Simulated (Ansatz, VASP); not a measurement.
# HgTe: VASP beside Ansatz

```xyz
4
Lattice="4.2336 0.0000 0.0000 -2.1168 3.6664 0.0000 0.0000 0.0000 7.3966" Properties=species:S:1:pos:R:3 pbc="T T T"
Hg    0.0000    0.0000    0.0000
Hg    0.0000    0.0000    3.6983
Te    0.0000    2.4443    1.8491
Te    2.1168    1.2221    5.5474
```

Alike in both runs: task single point; functional PBE; k mesh 6 × 6 × 2; occupations fermi-dirac, width 0.02 eV; collinear spin.

|  | VASP | Ansatz |
| --- | --- | --- |
| version | VASP 6.6.1 | Ansatz 0.2.0 |
| potentials or method | VASP PAW PBE potentials, release 64 (Hg, Te) | plane waves |
| plane-wave cutoff (eV) | 500 | 420 |
| valence electrons in the cell | 36 | 72 |

|  | VASP | Ansatz | Ansatz less VASP |
| --- | --- | --- | --- |
| gap on the k mesh at the Fermi level (eV) | none | none | - |
| pressure (GPa) | 1.2 | 1.0 | -0.13 |
| traceless stress, the component that is largest in VASP (GPa) | 0.71 | 0.67 | -0.039 |
| net moment per atom (μB) | 0.00 | 0.00 | 0.000 |

A gap of «none» marks a metal or a gap that the smearing closes. With one functional, cell and mesh, what is left measures potentials, basis and numerics. VASP's potentials hold 36 valence electrons a cell and Ansatz's 72, so a difference there can come from the potentials and not from the codes. Ansatz's warnings: moment headroom below auto, seeded moment not kept.

The k mesh is coarse, so the values compare programs but aren't converged. Neither program's run includes spin-orbit coupling.
